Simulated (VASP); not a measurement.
# SiGe3 (P6/mmm) in VASP: a series of runs, part 2 of 2

VASP 6.6.1.

## Step 5: Relaxation of cell and atoms, PBE

This run uses another cell than the first one, of 18.71 Å³/atom.

INCAR reads:

```
PREC     = Accurate       # precision mode
ENCUT    = 600            # plane-wave cutoff, eV
EDIFF    = 1E-6           # SCF threshold, eV
ISMEAR   = 0              # smearing method
SIGMA    = 0.1            # smearing width, eV
LREAL    = F              # projectors in reciprocal space
LASPH    = T              # aspherical terms in the spheres
NELM     = 80             # most SCF steps
ALGO     = Normal         # electronic algorithm
ISIF     = 3              # what is computed and relaxed
LWAVE    = F              # write WAVECAR
LCHARG   = F              # write CHGCAR
GGA      = PE             # functional
IBRION   = 2              # ionic algorithm
NSW      = 100            # ionic steps
EDIFFG   = -0.01          # ionic threshold
```

KPOINTS reads:

```
regular mesh
0
Gamma
  18 18 4
```

POSCAR reads:

```
SiGe3
1.0
    2.7868706927      0.0000000000      0.0000000000
   -1.3934353464      2.4135008169      0.0000000000
    0.0000000000      0.0000000000     11.1291573068
Si Ge
1 3
Direct
    0.0000000000      0.0000000000      0.0000000000
    0.0000000000      0.0000000000      0.2392527208
    0.0000000000      0.0000000000      0.5000000000
    0.0000000000      0.0000000000      0.7607472792
```

Potentials or basis: VASP PAW PBE potentials, release 64 (Si, Ge_d).

Run with:

```bash
$ cat potpaw_PBE.64/Si/POTCAR potpaw_PBE.64/Ge_d/POTCAR > POTCAR
$ mpirun -np 1 vasp_std > vasp.out
```

OUTCAR:

```text
PREC = Accurate
   ENCUT = 600
   EDIFF = 1E-6
   ISMEAR = 0
   LREAL = F
   LASPH = T
   NELM = 80
   ISIF = 3
   GGA = PE
   IBRION = 2
   NSW = 100
   EDIFFG = -0.01

 ion  position               nearest neighbor table
   1  0.000  0.000  0.000-   2 2.66   4 2.66
   2  0.000  0.000  0.239-   1 2.66   3 2.90
   3  0.000  0.000  0.500-   2 2.90   4 2.90
   4  0.000  0.000  0.761-   1 2.66   3 2.90

  LATTYP: Found a hexagonal cell.
 ALAT       =     2.7868706927
 C/A-ratio  =     3.9934243580

  Lattice vectors:

 A1 = (   2.7868706927,   0.0000000000,   0.0000000000)
 A2 = (  -1.3934353464,   2.4135008169,   0.0000000000)
 A3 = (   0.0000000000,   0.0000000000,  11.1291573068)
[... 377 lines left out ...]
  ext. energy  EPLUGINS =         0.00000000
  ---------------------------------------------------
  free energy    TOTEN  =       -17.78060972 eV

  energy without entropy =      -17.77156709  energy(sigma->0) =      -17.77608840

 E-fermi :   7.0222     XC(G=0): -11.0946

 val. band max:        7.0038575579   @ k =   0.2222   0.2222   0.2500
 cond. band min:       7.0500682863   @ k =   0.2222   0.1667   0.0000
 fundamental gap:      0.0462107284
 Fermi energy:         7.0221847960

 k-point     1 :       0.0000    0.0000    0.0000
  band No.  band energies     occupation
      1     -17.7401      2.00000
      2     -17.6799      2.00000
      3     -17.6799      2.00000
      4     -17.6727      2.00000
      5     -17.6727      2.00000
      6     -17.6711      2.00000
[... 709 lines left out ...]
     26       9.7972      0.00000
     27       9.9565      0.00000

 [... further k-points ...]

------------------------ aborting loop because EDIFF is reached ----------------------------------------

  FORCE on cell =-STRESS in cart. coord.  units (eV):
  Direction    XX          YY          ZZ          XY          YZ          ZX
  --------------------------------------------------------------------------------------
  -------------------------------------------------------------------------------------
  Total        0.0109955      0.0109955      0.0082786     -0.0000000     -0.0000000      0.0000000
  in kB        0.2410451      0.2410451      0.1814838     -0.0000000     -0.0000000      0.0000000
  external PRESSURE =       0.2211913 kB  Pullay stress =       0.0000000 kB
[... 19 lines left out ...]
  FREE ENERGIE OF THE ION-ELECTRON SYSTEM (eV)
  ---------------------------------------------------
  free  energy   TOTEN  =       -17.7806097179 eV

  energy  without entropy=      -17.7715670908  energy(sigma->0) =      -17.77608840

 reached required accuracy - stopping structural energy minimisation
```

OSZICAR:

```text
N       E                     dE             d eps       ncg     rms          rms(c)
DAV:   1     0.368857098942E+03    0.36886E+03   -0.25375E+04  6495   0.484E+03
[... 137 lines left out ...]
DAV:   2    -0.177817949194E+02    0.34597E-02   -0.62663E-03  8201   0.130E+00    0.205E-01
DAV:   3    -0.177806870599E+02    0.11079E-02   -0.22090E-03  8520   0.754E-01    0.481E-02
DAV:   4    -0.177806303268E+02    0.56733E-04   -0.19303E-04  8438   0.402E-01    0.293E-02
DAV:   5    -0.177806078768E+02    0.22450E-04   -0.78387E-05  8234   0.194E-01    0.961E-03
DAV:   6    -0.177806111246E+02   -0.32478E-05   -0.12868E-05  6015   0.737E-02    0.315E-03
DAV:   7    -0.177806098316E+02    0.12930E-05   -0.22820E-06  3609   0.485E-02    0.119E-03
DAV:   8    -0.177806097179E+02    0.11372E-06   -0.90658E-07  3154   0.211E-02
  16 F= -.17780610E+02 E0= -.17776088E+02  d E =-.191259E-03
```

CONTCAR:

```text
SiGe3
   1.00000000000000
     2.8297931814472488   -0.0000000000008803    0.0000000000000000
    -1.4148965907751565    2.4506727825473495   -0.0000000000000000
    -0.0000000000000000    0.0000000000000000   10.5387542747846812
  Si              Ge
     1     3
Direct
     0.0000000000000000    0.0000000000000000    0.0000000000000000
     0.0000000000000000    0.0000000000000000    0.2436009723619018
     0.0000000000000000    0.0000000000000000    0.5000000000000000
     0.0000000000000000    0.0000000000000000    0.7563990276380980

  0.00000000E+00  0.00000000E+00  0.00000000E+00
  0.00000000E+00  0.00000000E+00  0.00000000E+00
  0.00000000E+00  0.00000000E+00  0.00000000E+00
  0.00000000E+00  0.00000000E+00  0.00000000E+00
```

Wall time 15 min (1 thread of Intel Xeon 6975P-C (Granite Rapids), shared host); peak memory 0.39 GiB.

What came out:

| Item | Value |
| --- | --- |
| Free energy | -17.7806 eV |
| Relaxed volume | 18.27 Å³/atom |
| Relaxed cell | a = 2.830 Å, b = 2.830 Å, c = 10.539 Å, α = 90.00°, β = 90.00°, γ = 120.00° |
| Space group after relaxing (to 0.1 Å) | P6/mmm (No. 191) |
| Energy gained by relaxing | 28.5 meV/atom |
| Ionic steps | 16 |
| Pressure after relaxing | 0.0 GPa |

The path:
| step | energy change (eV) | largest force (eV/Å) | pressure (GPa) | volume (Å³) |
| --- | --- | --- | --- | --- |
| 1 | 0.0000 | 0.0150 | -0.69 | 74.86 |
| 2 | -0.0997 | 0.2105 | -0.40 | 73.91 |
| 3 | -0.1025 | 0.2456 | -0.24 | 73.71 |
| 4 | -0.1025 | 0.2408 | -0.20 | 73.73 |
| 5 | -0.1079 | 0.1833 | -0.22 | 73.46 |
| 6 | -0.1133 | 0.0126 | 0.43 | 72.64 |
| 7 | -0.1136 | 0.0339 | 0.42 | 72.80 |
| 8 | -0.1135 | 0.0236 | -0.40 | 73.48 |
| 9 | -0.1141 | 0.0075 | 0.01 | 73.11 |
| 10 | -0.1141 | 0.0033 | 0.03 | 73.14 |
| 11 | -0.1139 | 0.0100 | 0.24 | 73.31 |
| 12 | -0.1138 | 0.0166 | -0.07 | 73.39 |
| 13 | -0.1138 | 0.0134 | -0.24 | 73.36 |
| 14 | -0.1139 | 0.0108 | 0.03 | 73.33 |
| 15 | -0.1139 | 0.0102 | -0.13 | 73.32 |
| 16 | -0.1141 | 0.0007 | 0.02 | 73.09 |

Final structure:
```yaml
crystal:
  lattice:
    - [2.82979, 0.00000, 0.00000]
    - [-1.41490, 2.45067, 0.00000]
    - [0.00000, 0.00000, 10.53875]
  atoms:
    - { symbol: Si, position: [0.00000, 0.00000, 0.00000] }
    - { symbol: Ge, position: [0.00000, 0.00000, 0.24360] }
    - { symbol: Ge, position: [0.00000, 0.00000, 0.50000] }
    - { symbol: Ge, position: [0.00000, 0.00000, 0.75640] }
```

Levels at points of the mesh, in eV from the Fermi level:
```tsv
k point	band 20	band 21	band 22	band 23	band 24	band 25	band 26	band 27
(0.00, 0.00, 0.00)	-6.07	-0.69	-0.63	7.03	8.24	8.24	9.41	9.51
(0.50, 0.00, 0.00)	-4.58	-4.50	-3.39	-2.45	-1.97	3.02	3.73	3.81
(0.00, 0.00, 0.50)	-4.24	-4.04	3.14	3.79	8.34	8.34	8.94	8.94
(0.50, 0.00, 0.50)	-5.38	-4.74	-3.41	-3.12	0.15	0.56	4.14	4.27
```

Caveat: the highest band is partly filled, so the run has too few bands.

## Step 6: The runs side by side

| task | cell | k mesh | cutoff (eV) | gap on the mesh (eV) | pressure (GPa) | relaxed volume (Å³/atom) |
| --- | --- | --- | --- | --- | --- | --- |
| relaxation of cell and atoms | relaxed from a = 2.821, b = 2.821, c = 10.597 Å, angles 90.0, 90.0, 120.0°, 4 atoms, atomic positions A | 6 × 6 × 2 | 600 | - | -0.1 | 18.77 |
| single point | a = 2.829, b = 2.829, c = 10.541 Å, angles 90.0, 90.0, 120.0°, 4 atoms, atomic positions B | 18 × 18 × 4 | 520 | none | -0.1 | - |
| single point | a = 2.829, b = 2.829, c = 10.556 Å, angles 90.0, 90.0, 120.0°, 4 atoms, atomic positions B | 18 × 18 × 6 | 520 | none | -0.1 | - |
| relaxation of cell and atoms | relaxed from a = 2.787, b = 2.787, c = 11.129 Å, angles 90.0, 90.0, 120.0°, 4 atoms, atomic positions C | 18 × 18 × 4 | 600 | - | 0.0 | 18.27 |

Alike in all rows: level PBE; potentials or basis VASP PAW PBE potentials, release 64 (Si, Ge_d); no spin polarisation; smearing gaussian 0.1 eV.

Caveats: some runs use coarse meshes; the highest band is partly filled, so the run has too few bands (at least some runs).

Absolute energies hang on the potentials; compare differences alone.
